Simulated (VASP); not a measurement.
# Hg: single point with PBEsol+D3(BJ)

Crystal: Hg.

```xyz
2
Lattice="3.2329 0.0000 0.0000 -1.6164 2.7998 0.0000 0.0000 0.0000 5.2374" Properties=species:S:1:pos:R:3 pbc="T T T"
Hg    1.6165    0.9333    3.9280
Hg    0.0000    1.8665    1.3094
```

```
Program                : VASP 6.6.1
Task                   : single point
Functional             : PBEsol
Dispersion             : D3(BJ)
Potentials or basis    : VASP PAW PBE potentials, release 64 (Hg)
Cutoff                 : 520 eV
k mesh                 : 18 × 18 × 10
Occupations            : gaussian, width 0.15 eV
Spin                   : no spin polarisation
Dipole correction      : no
Further INCAR settings : ALGO = Fast; EDIFF = 1e-06; NBANDS = 19
```

The pressure is -2.6 GPa, the band gap on the k mesh is zero (bands 12 and 13 overlap by 1.55 eV) and the dispersion energy per atom is -0.421 eV.

Stress tensor (GPa, compression positive):
```
-2.40  0.00  0.00
 0.00 -2.40  0.00
 0.00  0.00 -2.89
```

Levels at points of the mesh, in eV from the Fermi level:
```
           k point  band 10  band 11  band 12  band 13  band 14  band 15
(0.00, 0.00, 0.00)    -5.66    -5.66    -1.41    -1.34    12.60    12.60
(0.50, 0.00, 0.00)    -5.50    -2.27    -2.13     2.88     3.14     4.18
(0.00, 0.00, 0.50)    -5.88    -5.88    -5.88     6.88     6.88    13.38
(0.50, 0.00, 0.50)    -5.54    -1.19    -1.19    -0.17    -0.17     9.27
```

Run time: 100 s on 1 thread of Oxide Virtual Turin-like Processor, on a shared host, peak memory 0.25 GiB.

Caveat: the PAW data sets were made with another functional, which shifts forces and pressure a little; spin-orbit coupling is left out, which moves the levels of the heavy elements.
